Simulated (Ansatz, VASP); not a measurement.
**AlN: VASP beside Ansatz**

```
CELL_PARAMETERS angstrom
3.40050 0.00000 0.00000
-1.70025 2.94492 0.00000
0.00000 0.00000 3.93300
ATOMIC_POSITIONS crystal
Al 0.33333 0.66667 0.75000
Al 0.66667 0.33333 0.25000
N 0.33333 0.66667 0.25000
N 0.66667 0.33333 0.75000
```

Alike in both runs: task single point; functional PBEsol; k mesh 9 × 9 × 6; occupations gaussian, width 0.05 eV; no spin polarisation.

|  | VASP | Ansatz |
| --- | --- | --- |
| version | VASP 6.6.1 | Ansatz 0.2.0 |
| potentials or method | VASP PAW PBE potentials, release 64 (Al, N), cutoff 520 eV | scalar-relativistic, plane waves, PAW |
| valence electrons in the cell | 16 | 16 |

|  | VASP | Ansatz | Ansatz less VASP |
| --- | --- | --- | --- |
| gap on the k mesh at the Fermi level (eV) | 3.51 | 3.50 | -0.010 |
| least direct gap on the mesh (eV) | 3.51 | 3.50 | -0.010 |
| pressure (GPa) | -1.0 | -1.0 | -0.02 |
| traceless stress, the component that is largest in VASP (GPa) | 12.13 | 11.98 | -0.150 |

VASP's potentials were made for PBE, not for PBEsol, and Ansatz warns of the same on its side.
